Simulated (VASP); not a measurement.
A run of VASP 6.6.1 is set up as follows.

File INCAR:

```
SYSTEM = ZrB2
PREC     = Accurate       ! precision mode
ENCUT    = 520            ! plane-wave cutoff, eV
EDIFF    = 1E-7           ! SCF threshold, eV
ISMEAR   = 0              ! smearing method
SIGMA    = 0.15           ! smearing width, eV
LREAL    = .False.        ! projectors in reciprocal space
LASPH    = .True.         ! aspherical terms in the spheres
NELM     = 60             ! most SCF steps
ALGO     = Normal         ! electronic algorithm
ISIF     = 2              ! what is computed and relaxed
LWAVE    = .False.        ! write WAVECAR
LCHARG   = .True.         ! write CHGCAR
GGA      = PS             ! functional
LELF     = .True.         ! ELF
LVHAR    = .True.       
NBANDS   = 16             ! bands
```

Contents of KPOINTS:

```
regular mesh
0
Gamma
  18 18 12
  0 0 0
```

The input POSCAR:

```
ZrB2
1.0
    3.2850910670      0.0000000000      0.0000000000
   -1.6425455335      2.8449723177      0.0000000000
    0.0000000000      0.0000000000      3.2341721554
Zr B
1 2
Direct
    0.0000000000      0.0000000000      0.0000000000
    0.3333333333      0.6666666667      0.5000000000
    0.6666666667      0.3333333333      0.5000000000
```

Potentials or basis: VASP PAW PBE potentials, release 64 (Zr_sv, B).

Run with:

```sh
$ cat potpaw_PBE.64/Zr_sv/POTCAR potpaw_PBE.64/B/POTCAR > POTCAR
$ mpirun -np 1 vasp_std > vasp.out
```

Estimate the band gap on the k mesh.

zero (bands 9 and 10 overlap by 1.24 eV).

Estimate the pressure.

0.0 GPa.

Stress tensor (GPa, compression positive):
```
-13.20   0.00   0.00
  0.00 -13.20   0.00
  0.00   0.00  26.37
```

Caveat: the PAW data sets were made with another functional, which shifts forces and pressure a little.
